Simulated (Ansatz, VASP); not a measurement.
**Two plane-wave programs on SnO**

INCAR

```
ALGO = Normal
EDIFF = 1E-6
ENCUT = 600
GGA = PS
GGA_COMPAT = F
ISIF = 2
ISMEAR = 0
LASPH = T
LCHARG = T
LELF = T
LREAL = F
LVHAR = T
LWAVE = F
NBANDS = 17
NELM = 120
PREC = Accurate
SIGMA = 0.05
```

KPOINTS

```
k-points
0
Gamma
  6 6 6
```

File POSCAR:

```
SnO
1.0
    3.1274345827      0.0000000000      0.0000000000
    0.0000000000      3.1274345827      0.0000000000
    0.0000000000      0.0000000000      3.1274345827
Sn O
1 1
Direct
    0.0000000000      0.0000000000      0.0000000000
    0.5000000000      0.5000000000      0.5000000000
```

Input for Ansatz:

```yaml
crystal:
  lattice:
    - [3.1274345827, 0.0, 0.0]
    - [0.0, 3.1274345827, 0.0]
    - [0.0, 0.0, 3.1274345827]
  atoms:
    - { symbol: Sn, position: [0.0, 0.0, 0.0] }
    - { symbol: O, position: [0.5, 0.5, 0.5] }
basis:
  ecutwfc: 420
kpoints:
  mp_grid: { grid: [6, 6, 6] }
hamiltonian:
  xc: pbesol
scf:
  occupations: { method: gaussian, width: 0.05 }
output:
  forces: true
  stress: true
  eigenvalues: true
```

Alike in both runs: task single point; functional PBEsol; k mesh 6 × 6 × 6; occupations gaussian, width 0.05 eV; no spin polarisation.

```csv
,VASP,Ansatz
version,VASP 6.6.1,Ansatz 0.2.0
potentials or method,"VASP PAW PBE potentials, release 64 (Sn_d, O), cutoff 600 eV","scalar-relativistic, plane waves, PAW"
valence electrons in the cell,20,20
```

Ansatz gave:

| Item | Value |
| --- | --- |
| gap on the k mesh at the Fermi level (eV) | 0.22 |
| least direct gap on the mesh (eV) | 0.89 |
| pressure (GPa) | -4.3 |

Q: Estimate VASP's values.

A: gap on the k mesh at the Fermi level (eV): 0.22; least direct gap on the mesh (eV): 0.89; pressure (GPa): -4.4.

VASP's potentials were made for PBE, not for PBEsol.
